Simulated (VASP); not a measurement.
Write the native input for VASP 6.6.1 that does the following.

```
Task                   : single point
Functional             : RPBE
Dispersion             : D3(BJ)
Potentials or basis    : VASP PAW PBE potentials, release 64 (Nb_sv, P)
Cutoff                 : 520 eV
k mesh                 : 11 × 11 × 11
Occupations            : fermi-dirac, width 0.1 eV
Spin                   : no spin polarisation
Dipole correction      : no
Further INCAR settings : ALGO = Normal; EDIFF = 1e-06; NBANDS = 26
```

The structure of NbP lies in POSCAR:

```
NbP
1.0
    5.6885545816     -0.1064703645     -0.0000000001
    3.9580060240      4.0871967753      0.0000000000
   -4.8232803028     -1.9903632054      2.2683497520
Nb P
2 2
Direct
    0.2522510078      0.7522510078      0.5000000000
    0.5022510078      0.5022510078      0.0000000000
    0.8303775622      0.3303775622      0.5000000000
    0.0803775622      0.0803775622      0.0000000000
```

One way to write it, as run:

INCAR

```
SYSTEM = NbP
PREC = Accurate
ENCUT = 520
EDIFF = 1E-6
ISMEAR = -1
SIGMA = 0.1
LREAL = .FALSE.
LASPH = .TRUE.
NELM = 80
ALGO = Normal
ISIF = 2
LWAVE = .FALSE.
LCHARG = .FALSE.
GGA = RP
IVDW = 12
NBANDS = 26
```

KPOINTS

```
regular mesh
0
G
  11 11 11
  0 0 0
```

Potentials or basis: VASP PAW PBE potentials, release 64 (Nb_sv, P).

Launch:

```console
$ cat potpaw_PBE.64/Nb_sv/POTCAR potpaw_PBE.64/P/POTCAR > POTCAR
$ mpirun -np 1 vasp_std > vasp.out
```

Results of the run:

```yaml
Pressure: -0.9 GPa
Largest_force: 0.005 eV/Å
Band_gap_on_the_k_mesh: zero (bands 18 and 19 overlap by 0.06 eV)
Dispersion_energy_per_atom: -3.815 eV
```

Caveat: the PAW data sets were made with another functional, which shifts forces and pressure a little.

Run time: 7.2 min on 1 thread of Intel(R) Xeon(R) Platinum 8259CL CPU @ 2.50GHz (Skylake/Cascade Lake) (shared host), peak memory 0.35 GiB.
